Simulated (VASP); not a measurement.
# HfSb3Pb2 (C2/m) in VASP: notebook, part 2 of 2

VASP 6.6.1. Earlier steps stand in the parts before.

### Step 3. Relaxation of cell and atoms, PBE

INCAR reads:

```
SYSTEM = HfSb3Pb2
PREC     = Accurate       ! precision mode
ENCUT    = 600            ! plane-wave cutoff, eV
EDIFF    = 1E-7           ! SCF threshold, eV
ISMEAR   = 0              ! smearing method
SIGMA    = 0.1            ! smearing width, eV
LREAL    = .False.        ! projectors in reciprocal space
LASPH    = .True.         ! aspherical terms in the spheres
NELM     = 80             ! most SCF steps
ALGO     = Normal         ! electronic algorithm
ISIF     = 3              ! what is computed and relaxed
LWAVE    = .False.        ! write WAVECAR
LCHARG   = .False.        ! write CHGCAR
GGA      = PE             ! functional
IBRION   = 2              ! ionic algorithm
NSW      = 90             ! ionic steps
EDIFFG   = -0.04          ! ionic threshold
```

KPOINTS reads:

```
regular mesh
0
Gamma
  4 4 2
  0 0 0
```

POSCAR reads:

```
HfSb3Pb2
1.0
    3.8911879500     -2.4210341300      0.0000000000
    3.8911879500      2.4210341300      0.0000000000
   -2.4748727400      0.0000000000      8.7854092500
Hf Sb Pb
1 3 2
Direct
    0.5000000000      0.5000000000      0.5000000000
    0.0000000000      0.0000000000      0.0000000000
    0.3919968600      0.3919968600      0.0723963800
    0.6080031400      0.6080031400      0.9276036200
    0.7680203400      0.7680203400      0.2820978600
    0.2319796600      0.2319796600      0.7179021400
```

Potentials or basis: VASP PAW PBE potentials, release 64 (Hf_pv, Sb, Pb_d).

The run is started by

```bash
$ cat potpaw_PBE.64/Hf_pv/POTCAR potpaw_PBE.64/Sb/POTCAR potpaw_PBE.64/Pb_d/POTCAR > POTCAR
$ mpirun -np 1 vasp_std > vasp.out
```

OUTCAR:

```text
SYSTEM = HfSb3Pb2
   PREC = Accurate
   ENCUT = 600
   EDIFF = 1E-7
   ISMEAR = 0
   LREAL = .False.
   LASPH = .True.
   NELM = 80
   ISIF = 3
   GGA = PE
   IBRION = 2
   NSW = 90
   EDIFFG = -0.04

 ion  position               nearest neighbor table
   1  0.500  0.500  0.500-   5 3.25   6 3.25   6 3.34   6 3.34   5 3.34   5 3.34   3 3.76   4 3.76

   2  0.000  0.000  0.000-   4 2.70   4 2.70   3 2.70   3 2.70   3 2.94   4 2.94   5 3.52   6 3.52
                             5 3.73   6 3.73   5 3.73   6 3.73
   3  0.392  0.392  0.072-   4 2.40   2 2.70   2 2.70   2 2.94   5 3.03   6 3.14   4 3.30   4 3.30
                             5 3.38   5 3.38   1 3.76
   4  0.608  0.608  0.928-   3 2.40   2 2.70   2 2.70   2 2.94   6 3.03   5 3.14   3 3.30   3 3.30
                             6 3.38   6 3.38   1 3.76
   5  0.768  0.768  0.282-   3 3.03   4 3.14   1 3.25   1 3.34   1 3.34   3 3.38   3 3.38   2 3.52
                             2 3.73   2 3.73
   6  0.232  0.232  0.718-   4 3.03   3 3.14   1 3.25   1 3.34   1 3.34   4 3.38   4 3.38   2 3.52
                             2 3.73   2 3.73

  LATTYP: Found a base centered monoclinic cell.
 ALAT       =     7.7823759000
 B/A-ratio  =     0.6221838064
 C/A-ratio  =     1.1728223157
 COS(beta)  =    -0.2711492748

  Lattice vectors:

 A1 = (   3.8911879500,  -2.4210341300,   0.0000000000)
 A2 = (   3.8911879500,   2.4210341300,   0.0000000000)
 A3 = (  -2.4748727400,   0.0000000000,   8.7854092500)

Analysis of symmetry for initial positions (statically):
=====================================================================
 Subroutine PRICEL returns:
 Original cell was already a primitive cell.

 Routine SETGRP: Setting up the symmetry group for a
 base centered monoclinic supercell.

 Subroutine GETGRP returns: Found  4 space group operations
 (whereof  4 operations were pure point group operations)
 out of a pool of  4 trial point group operations.

The static configuration has the point symmetry C_2h.

Analysis of symmetry for dynamics (positions and initial velocities):
=====================================================================
 Subroutine PRICEL returns:
 Original cell was already a primitive cell.

 Routine SETGRP: Setting up the symmetry group for a
 base centered monoclinic supercell.

 Subroutine GETGRP returns: Found  4 space group operations
 (whereof  4 operations were pure point group operations)
 out of a pool of  4 trial point group operations.

The dynamic configuration has the point symmetry C_2h.

 Subroutine INISYM returns: Found  4 space group operations
 (whereof  4 operations are pure point group operations),
 and found     1 'primitive' translations

----------------------------------------------------------------------------------------

                                     Primitive cell

  volume of cell :     165.5294

  direct lattice vectors                    reciprocal lattice vectors
     3.891187950 -2.421034130  0.000000000     0.128495464 -0.206523317  0.036197508
     3.891187950  2.421034130  0.000000000     0.128495464  0.206523317  0.036197508
    -2.474872740  0.000000000  8.785409250     0.000000000  0.000000000  0.113825090

  length of vectors
     4.582875726  4.582875726  9.127344125     0.245913042  0.245913042  0.113825090

  position of ions in fractional coordinates (direct lattice)
[... 39 lines left out ...]

 Found     14 irreducible k-points:

 Following reciprocal coordinates:
            Coordinates               Weight
  0.000000  0.000000  0.000000      1.000000
  0.250000 -0.000000  0.000000      4.000000
  0.500000 -0.000000  0.000000      2.000000
  0.250000  0.250000  0.000000      2.000000
  0.500000  0.250000 -0.000000      4.000000
 -0.250000  0.250000  0.000000      2.000000
  0.500000  0.500000  0.000000      1.000000
  0.000000  0.000000  0.500000      1.000000
  0.250000 -0.000000  0.500000      4.000000
  0.500000 -0.000000  0.500000      2.000000
  0.250000  0.250000  0.500000      2.000000
  0.500000  0.250000  0.500000      4.000000
 -0.250000  0.250000  0.500000      2.000000
  0.500000  0.500000  0.500000      1.000000
   k-points           NKPTS =     14   k-points in BZ     NKDIM =     14   number of bands    NBANDS=     31
   number of dos      NEDOS =    301   number of ions     NIONS =      6
   total plane-waves  NPLWV = 128000
   dimension x,y,z NGX =    40 NGY =   40 NGZ =   80
   dimension x,y,z NGXF=    80 NGYF=   80 NGZF=  160
   ions per type =               1   3   2
   NGX,Y,Z   is equivalent  to a cutoff of  14.51, 14.51, 14.57 a.u.
   NGXF,Y,Z  is equivalent  to a cutoff of  29.02, 29.02, 29.14 a.u.
 SYSTEM =  HfSb3Pb2
   PREC   = accura    normal or accurate (medium, high low for compatibility)
   ISTART =      0    job   : 0-new  1-cont  2-samecut
   ICHARG =      2    charge: 1-file 2-atom 10-const
   ISPIN  =      1    spin polarized calculation?
   LNONCOLLINEAR =      F non collinear calculations
   LSORBIT =      F    spin-orbit coupling
   LASPH  =      T    aspherical Exc in radial PAW
   ENCUT  =  600.0 eV  44.10 Ry    6.64 a.u.   9.15  9.15 18.23*2*pi/ulx,y,z
   NELM   =     80;   NELMIN=  2; NELMDL= -5     # of ELM steps
   EDIFF  = 0.1E-06   stopping-criterion for ELM
   LREAL  =      F    real-space projection
   EDIFFG = -.4E-01   stopping-criterion for IOM
   NSW    =     90    number of steps for IOM
   IBRION =      2    ionic relax: 0-MD 1-quasi-New 2-CG
   NFREE  =      1    steps in history (QN), initial steepest desc. (CG)
   ISIF   =      3    stress and relaxation
   ISYM   =      2    0-nonsym 1-usesym 2-fastsym
   POTIM  = 0.5000    time-step for ionic-motion
   TEBEG  =    0.0;   TEEND  =   0.0 temperature during run
   PSTRESS=    0.0 pullay stress
   NELECT =      53.0000    total number of electrons
   NUPDOWN=      -1.0000    fix difference up-down
   EMIN   =  10.00;   EMAX   =-10.00  energy-range for DOS
   EFERMI =   0.00;   METHOD = LEGACY
   ISMEAR =     0;   SIGMA  =   0.10  broadening in eV -4-tet -1-fermi 0-gaus
   EFERMI_NEDOS =   21; number of points for ismear=-14 and -15
   IALGO  =     38    algorithm
   IMIX   =      4    mixing-type and parameters
     AMIX     =   0.40;   BMIX     =  1.00
     AMIX_MAG =   1.60;   BMIX_MAG =  1.00
  volume/ion in A,a.u.               =      27.59       186.17
  Fermi-wavevector in a.u.,A,eV,Ry     =   1.119975  2.116446 17.066393  1.254345
  Thomas-Fermi vector in A             =   2.256618
   LORBIT       =      0    0 simple, 1 ext, 2 COOP (PROOUT), +10 PAW based schemes
   GGA     = PE    functional components
   LHFCALC =     F    Hartree Fock is set to
   AEXX    =    0.0000 exact exchange contribution
   IVDW    =     0    specifies the selected vdW correction
   LEPSILON=     F    determine dielectric tensor
   LRPA    =     F    only Hartree local field effects (RPA)
 conjugate gradient relaxation of ions
 non-spin polarized calculation
 Gauss-broadening in eV      SIGMA  =   0.10
  energy-cutoff  :      600.00
  volume of cell :      165.53
 maximum number of plane-waves:      5550
 NGX is ok and might be reduce to    40
   NGX = 19   NGY = 19   NGZ = 37

--------------------------------------- Ionic step        1  -------------------------------------------

 number of electron      53.0000003 magnetization

 Free energy of the ion-electron system (eV)
  ---------------------------------------------------
  ext. energy  EPLUGINS =         0.00000000
  ---------------------------------------------------
  free energy    TOTEN  =       -22.19272003 eV

  energy without entropy =      -22.16872817  energy(sigma->0) =      -22.18072410

------------------------ aborting loop because EDIFF is reached ----------------------------------------

  FORCE on cell =-STRESS in cart. coord.  units (eV):
  Direction    XX          YY          ZZ          XY          YZ          ZX
  --------------------------------------------------------------------------------------
  -------------------------------------------------------------------------------------
  Total       26.0550920     18.1052561      9.6666649      0.0000000      0.0000000     -7.4555685
  in kB      252.1901268    175.2427828     93.5647228      0.0000000      0.0000000    -72.1632745
  external PRESSURE =     173.6658775 kB  Pullay stress =       0.0000000 kB
[... 1070 lines left out ...]
     30       8.7142      0.00000
     31       8.8178      0.00000

[... ionic steps 4 to 28 ...]

--------------------------------------- Ionic step       29  -------------------------------------------

 number of electron      53.0000001 magnetization

------------------------ aborting loop because EDIFF is reached ----------------------------------------
[... 75 lines left out ...]
--------------------------------------- Ionic step       31  -------------------------------------------

 number of electron      53.0000002 magnetization

 Free energy of the ion-electron system (eV)
  ---------------------------------------------------
  ext. energy  EPLUGINS =         0.00000000
  ---------------------------------------------------
  free energy    TOTEN  =       -28.57429114 eV

  energy without entropy =      -28.54613521  energy(sigma->0) =      -28.56021317

 E-fermi :   6.2109     XC(G=0):  -9.6689

 val. band max:        6.2065923658   @ k =   0.0000   0.0000   0.0000
 cond. band min:       6.2346587246   @ k =   0.2500   0.2500   0.5000
 fundamental gap:      0.0280663588
 Fermi energy:         6.2109090803
[... 507 lines left out ...]
  FREE ENERGIE OF THE ION-ELECTRON SYSTEM (eV)
  ---------------------------------------------------
  free  energy   TOTEN  =       -28.5742911362 eV

  energy  without entropy=      -28.5461352111  energy(sigma->0) =      -28.56021317

 reached required accuracy - stopping structural energy minimisation
```

Wall time 74 min (1 thread of Oxide Virtual Turin-like, shared host); peak memory 0.41 GiB.

What came out:

* Free energy: -28.5743 eV
* Relaxed volume: 30.71 Å³/atom
* Relaxed cell: a = 4.873 Å, b = 4.873 Å, c = 9.344 Å, α = 105.20°, β = 105.20°, γ = 60.64°
* Space group after relaxing (to 0.1 Å): R-3m (No. 166)
* Energy gained by relaxing: 1063.6 meV/atom
* Ionic steps: 31
* Pressure after relaxing: -0.1 GPa
* Largest force after relaxing: 0.035 eV/Å
* Band gap on the k mesh: zero (an odd number of electrons rules out a gap without spin polarisation)

Forces in eV/Å, atoms in the order of the input:
```
Hf   0.000  0.000  0.000
Sb   0.000  0.000  0.000
Sb   0.026  0.000  0.001
Sb  -0.026  0.000 -0.001
Pb  -0.004  0.000 -0.035
Pb   0.004  0.000  0.035
```

Step by step:
```tsv
step	energy change (eV)	largest force (eV/Å)	pressure (GPa)	volume (Å³)
1	0.0000	9.4205	17.37	165.53
2	-2.5760	0.7424	-7.30	246.50
3	-3.6918	1.3140	-2.94	204.43
4	-3.6924	1.3402	-2.76	203.61
5	-4.2600	1.3393	-1.32	191.53
6	-4.7554	1.7738	9.54	157.29
7	-4.8361	1.6165	3.71	170.19
8	-4.8739	1.7183	5.41	165.58
9	-5.1519	1.6192	4.94	165.94
10	-5.3427	1.1879	5.37	166.70
11	-5.3960	1.3264	4.92	166.50
12	-5.6647	1.1529	1.98	173.48
13	-5.8274	0.8705	-2.57	189.12
14	-5.8346	0.9072	-1.94	186.43
15	-5.9540	0.8175	-1.71	185.26
16	-6.1718	0.4779	-0.68	181.79
17	-5.9018	1.1777	3.41	173.88
18	-6.2046	0.5982	-0.03	180.22
19	-6.2054	0.6226	0.10	179.90
20	-6.2515	0.4677	0.27	179.77
21	-6.2900	0.1675	0.77	179.48
22	-6.3135	0.1474	-0.33	183.77
23	-6.3146	0.1433	-0.61	184.98
24	-6.3374	0.1577	-0.44	184.90
25	-6.3488	0.1829	-0.23	184.76
26	-6.3607	0.1714	0.26	183.15
27	-6.3638	0.1653	0.66	181.89
28	-6.3707	0.1296	0.47	182.53
29	-6.3785	0.0532	-0.03	184.26
30	-6.3798	0.0475	-0.04	184.25
31	-6.3816	0.0353	-0.06	184.23
```

Final structure:
```
Hf Sb Pb
1.0
     4.20621   -2.45986   -0.02063
     4.20621    2.45986   -0.02063
    -2.79350    0.00000    8.91659
Hf Sb Pb
1 3 2
Cartesian
  2.8095 0.0000 4.4377
  0.0000 0.0000 0.0000
  2.7973 0.0000 1.4749
  2.8217 0.0000 7.4004
  5.6520 0.0000 3.2923
  -0.0331 0.0000 5.5830
```

Caveat: the k points lie up to 0.37 Å⁻¹ apart in the final cell, too coarse for converged energies and pressures of a metal; spin-orbit coupling is left out, which moves the levels of the heavy elements; an odd number of electrons without spin polarisation forces a metal; a magnetic or distorted state may lie lower.

The gap in the log of VASP goes by the Fermi energy; the results here count the filled bands.